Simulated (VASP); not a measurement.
# WS2 (R3m) in VASP: a series of runs, part 2 of 2

VASP 6.6.1. The steps go on from the part before.

## (3) Single point, PBEsol+U

POSCAR

```
WS2
1.0
    1.5790000000      0.9116360751      6.1633333333
   -1.5790000000      0.9116360751      6.1633333333
    0.0000000000     -1.8232721501      6.1633333333
W S
1 2
Direct
    0.0000000000      0.0000000000      0.0000000000
    0.5810000000      0.5810000000      0.5810000000
    0.7503000000      0.7503000000      0.7503000000
```

INCAR.step1

```
PREC = Accurate ; ENCUT = 520
EDIFF = 1E-6 ; ISMEAR = -1
SIGMA = 0.05 ; LREAL = False
LASPH = True ; NELM = 150
ALGO = Normal ; ISIF = 2
LWAVE = False ; LCHARG = True
LMAXMIX = 4 ; LDAU = True
LDAUTYPE = 2 ; LDAUL = 2 -1
LDAUU = 6 0 ; LDAUJ = 0 0
LDAUPRINT = 1 ; GGA = PS
NBANDS = 20
```

KPOINTS.step1

```
regular mesh
0
Gamma
  10 10 10
```

INCAR.step2

```
PREC = Accurate ; ENCUT = 520
EDIFF = 1E-6 ; ISMEAR = -5
SIGMA = 0.05 ; LREAL = False
LASPH = True ; NELM = 150
ALGO = Normal ; ISIF = 2
LWAVE = False ; LCHARG = False
LMAXMIX = 4 ; LDAU = True
LDAUTYPE = 2 ; LDAUL = 2 -1
LDAUU = 6 0 ; LDAUJ = 0 0
LDAUPRINT = 1 ; GGA = PS
LORBIT = 11 ; NBANDS = 20
NEDOS = 2001 ; ICHARG = 11
```

KPOINTS.step2

```
regular mesh
0
Gamma
  15 15 15
```

Potentials or basis: VASP PAW PBE potentials, release 64 (W_sv, S).

Command:

```bash
$ cat potpaw_PBE.64/W_sv/POTCAR potpaw_PBE.64/S/POTCAR > POTCAR
$ cp INCAR.step1 INCAR
$ cp KPOINTS.step1 KPOINTS
$ mpirun -np 1 vasp_std > vasp.out
$ cp INCAR.step2 INCAR
$ cp KPOINTS.step2 KPOINTS
$ mpirun -np 1 vasp_std > vasp.out
```

OUTCAR:

```text
PREC = Accurate
   ENCUT = 520
   EDIFF = 1E-6
   ISMEAR = -5
   LREAL = False
   LASPH = True
   NELM = 150
   ISIF = 2
   GGA = PS
   LORBIT = 11
   ICHARG = 11

 ion  position               nearest neighbor table
   1  0.000  0.000  0.000-   3 2.39   3 2.39   3 2.39   2 2.42   2 2.42   2 2.42
   2  0.581  0.581  0.581-   1 2.42   1 2.42   1 2.42
   3  0.750  0.750  0.750-   1 2.39   1 2.39   1 2.39

  LATTYP: Found a trigonal (rhomboedric) cell.
 ALAT       =     6.4273633094
 COS(alpha) =     0.8792940837

  Lattice vectors:

 A1 = (   1.5790000000,   0.9116360751,   6.1633333333)
 A2 = (  -1.5790000000,   0.9116360751,   6.1633333333)
 A3 = (   0.0000000000,  -1.8232721501,   6.1633333333)

Analysis of symmetry for initial positions (statically):
=====================================================================
 Subroutine PRICEL returns:
 Original cell was already a primitive cell.

 Routine SETGRP: Setting up the symmetry group for a
 trigonal (rhombohedral) supercell.

 Subroutine GETGRP returns: Found  6 space group operations
 (whereof  6 operations were pure point group operations)
 out of a pool of 12 trial point group operations.

The static configuration has the point symmetry C_3v.

Analysis of symmetry for dynamics (positions and initial velocities):
=====================================================================
 Subroutine PRICEL returns:
 Original cell was already a primitive cell.

 Routine SETGRP: Setting up the symmetry group for a
 trigonal (rhombohedral) supercell.

 Subroutine GETGRP returns: Found  6 space group operations
 (whereof  6 operations were pure point group operations)
 out of a pool of 12 trial point group operations.

The dynamic configuration has the point symmetry C_3v.

 Subroutine INISYM returns: Found  6 space group operations
 (whereof  6 operations are pure point group operations),
 and found     1 'primitive' translations

----------------------------------------------------------------------------------------

                                     Primitive cell

  volume of cell :      53.2317

  direct lattice vectors                    reciprocal lattice vectors
     1.579000000  0.911636075  6.163333333     0.316656111  0.182821491  0.054083288
    -1.579000000  0.911636075  6.163333333    -0.316656111  0.182821491  0.054083288
     0.000000000 -1.823272150  6.163333333     0.000000000 -0.365642982  0.054083288

  length of vectors
     6.427363309  6.427363309  6.427363309     0.369621147  0.369621147  0.369621147

  position of ions in fractional coordinates (direct lattice)
     0.000000000  0.000000000  0.000000000
     0.581000000  0.581000000  0.581000000
     0.750300000  0.750300000  0.750300000

[... 100 lines left out ...]
  volume/ion in A,a.u.               =      17.74       119.74
  Fermi-wavevector in a.u.,A,eV,Ry     =   1.289266  2.436359 22.615687  1.662206
  Thomas-Fermi vector in A             =   2.421169
   LORBIT       =     11    0 simple, 1 ext, 2 COOP (PROOUT), +10 PAW based schemes
 LDA+U is selected, type is set to LDAUTYPE =  2
   angular momentum for each species LDAUL =     2   -1
   U (eV)           for each species LDAUU =   6.0  0.0
   J (eV)           for each species LDAUJ =   0.0  0.0
   GGA     = PS    functional components
   LHFCALC =     F    Hartree Fock is set to
   AEXX    =    0.0000 exact exchange contribution
   IVDW    =     0    specifies the selected vdW correction
   LEPSILON=     F    determine dielectric tensor
   LRPA    =     F    only Hartree local field effects (RPA)
 non-spin polarized calculation
 Fermi weights with tetrahedron method with Bloechl corrections
  energy-cutoff  :      520.00
  volume of cell :       53.23
 maximum number of plane-waves:      1452

atom =   1  type =  1  l = 2

 onsite density matrix

spin component  1

  0.3279 -0.0000  0.0000  0.0026 -0.0000
 -0.0000  0.3144  0.0000 -0.0000  0.0026
  0.0000  0.0000  0.3604  0.0000  0.0000
  0.0026 -0.0000  0.0000  0.3144  0.0000
 -0.0000  0.0026  0.0000  0.0000  0.3279

spin component  2

  0.3279 -0.0000  0.0000  0.0026 -0.0000
 -0.0000  0.3144  0.0000 -0.0000  0.0026
  0.0000  0.0000  0.3604  0.0000  0.0000
  0.0026 -0.0000  0.0000  0.3144  0.0000
 -0.0000  0.0026  0.0000  0.0000  0.3279

 occupancies and eigenvectors

  o =  0.3139  v =  0.1847  0.0000 -0.0000 -0.9828  0.0000  0.0000  0.0000  0.0000  0.0000  0.0000      0.0000  0.0000  0.0000  0.0000  0.0000  0.0000  0.0000  0.0000  0.0000  0.0000
  o =  0.3139  v =  0.0000  0.0000  0.0000  0.0000  0.0000  0.1847  0.0000 -0.0000 -0.9828  0.0000      0.0000  0.0000  0.0000  0.0000  0.0000  0.0000  0.0000  0.0000  0.0000  0.0000
  o =  0.3139  v =  0.0000 -0.9828 -0.0000  0.0000  0.1847  0.0000  0.0000  0.0000  0.0000  0.0000      0.0000  0.0000  0.0000  0.0000  0.0000  0.0000  0.0000  0.0000  0.0000  0.0000
  o =  0.3139  v =  0.0000  0.0000  0.0000  0.0000  0.0000  0.0000 -0.9828 -0.0000  0.0000  0.1847      0.0000  0.0000  0.0000  0.0000  0.0000  0.0000  0.0000  0.0000  0.0000  0.0000
  o =  0.3284  v =  0.0000  0.0000  0.0000  0.0000  0.0000  0.0000  0.1847 -0.0000  0.0000  0.9828      0.0000  0.0000  0.0000  0.0000  0.0000  0.0000  0.0000  0.0000  0.0000  0.0000
  o =  0.3284  v =  0.0000  0.1847 -0.0000  0.0000  0.9828  0.0000  0.0000  0.0000  0.0000  0.0000      0.0000  0.0000  0.0000  0.0000  0.0000  0.0000  0.0000  0.0000  0.0000  0.0000
  o =  0.3284  v = -0.9828  0.0000 -0.0000 -0.1847  0.0000  0.0000  0.0000  0.0000  0.0000  0.0000      0.0000  0.0000  0.0000  0.0000  0.0000  0.0000  0.0000  0.0000  0.0000  0.0000
  o =  0.3284  v =  0.0000  0.0000  0.0000  0.0000  0.0000 -0.9828  0.0000 -0.0000 -0.1847  0.0000      0.0000  0.0000  0.0000  0.0000  0.0000  0.0000  0.0000  0.0000  0.0000  0.0000
  o =  0.3604  v =  0.0000  0.0000  1.0000 -0.0000  0.0000  0.0000  0.0000  0.0000  0.0000  0.0000      0.0000  0.0000  0.0000  0.0000  0.0000  0.0000  0.0000  0.0000  0.0000  0.0000
  o =  0.3604  v =  0.0000  0.0000  0.0000  0.0000  0.0000  0.0000  0.0000  1.0000 -0.0000  0.0000      0.0000  0.0000  0.0000  0.0000  0.0000  0.0000  0.0000  0.0000  0.0000  0.0000

 number of electron      26.0000001 magnetization

 Free energy of the ion-electron system (eV)
  ---------------------------------------------------
  ext. energy  EPLUGINS =         0.00000000
  ---------------------------------------------------
  free energy    TOTEN  =       -18.55566851 eV

  energy without entropy =      -18.55566851  energy(sigma->0) =      -18.55566851

 E-fermi :   7.6168     XC(G=0): -11.1242

 val. band max:        7.6145737198   @ k =   0.4667   0.4667   0.4667
 cond. band min:       8.6751149327   @ k =  -0.2000   0.1333  -0.0000
 fundamental gap:      1.0605412130
 Fermi energy:         7.6167652117

 k-point     1 :       0.0000    0.0000    0.0000
  band No.  band energies     occupation
      1     -67.9051      2.00000
      2     -32.1011      2.00000
      3     -31.9534      2.00000
      4     -31.9534      2.00000
      5      -8.2170      2.00000
      6      -6.1442      2.00000
[... 541 lines left out ...]
     19      15.8965      0.00000
     20      16.4270      0.00000

 [... further k-points ...]

------------------------ aborting loop because EDIFF is reached ----------------------------------------

  FORCE on cell =-STRESS in cart. coord.  units (eV):
  Direction    XX          YY          ZZ          XY          YZ          ZX
  --------------------------------------------------------------------------------------
  -------------------------------------------------------------------------------------
  Total        1.4224590      1.4224590      1.9571225      0.0000000      0.0000000     -0.0000000
  in kB       42.8134068     42.8134068     58.9057980      0.0000000      0.0000000     -0.0000000
  external PRESSURE =      48.1775372 kB  Pullay stress =       0.0000000 kB

 VOLUME and BASIS-vectors are now :
 -----------------------------------------------------------------------------
  energy-cutoff  :      520.00
  volume of cell :       53.23
      direct lattice vectors                 reciprocal lattice vectors
     1.579000000  0.911636075  6.163333333     0.316656111  0.182821491  0.054083288
    -1.579000000  0.911636075  6.163333333    -0.316656111  0.182821491  0.054083288
     0.000000000 -1.823272150  6.163333333     0.000000000 -0.365642982  0.054083288

 POSITION                                       TOTAL-FORCE (eV/Angst)
 -----------------------------------------------------------------------------------
      0.00000      0.00000      0.00000         0.000000     -0.000000     -0.637538
      0.00000      0.00000     10.74269         0.000000     -0.000000     -0.220789
      0.00000      0.00000     13.87305         0.000000      0.000000      0.858327
 -----------------------------------------------------------------------------------
    total drift:                                0.000000     -0.000000     -0.000010

  FREE ENERGIE OF THE ION-ELECTRON SYSTEM (eV)
  ---------------------------------------------------
  free  energy   TOTEN  =       -18.5556685096 eV

  energy  without entropy=      -18.5556685096  energy(sigma->0) =      -18.55566851

 total charge

# of ion       s       p       d       tot
------------------------------------------
    1        2.343   6.356   3.236  11.936
    2        1.354   2.360   0.000   3.713
    3        1.352   2.377   0.000   3.729
--------------------------------------------------
tot          5.049  11.093   3.236  19.378
```

Wall time 21 min (1 thread of Intel Xeon Platinum 8259CL at 2.50GHz (Skylake/Cascade Lake), shared host); peak memory 0.56 GiB.

What came out:

- Valence electrons inside the program's atomic spheres: W 11.94; S 3.71, 3.73

Levels at points of the mesh, in eV from the valence-band top:
```csv
k point,band 11,band 12,band 13,band 14,band 15,band 16
"(0.00, 0.00, 0.00)",-2.19,-1.67,-1.23,2.26,2.26,2.56
```

Eigenvalues of the final occupation matrices:
```tsv
site	spin	trace	eigenvalues
site 1 d	1	1.65	0.31 0.31 0.33 0.33 0.36
site 1 d	2	1.65	0.31 0.31 0.33 0.33 0.36
```

Caveat: the PAW data sets were made with another functional, which shifts forces and pressure a little; spin-orbit coupling is left out, which moves the levels of the heavy elements.
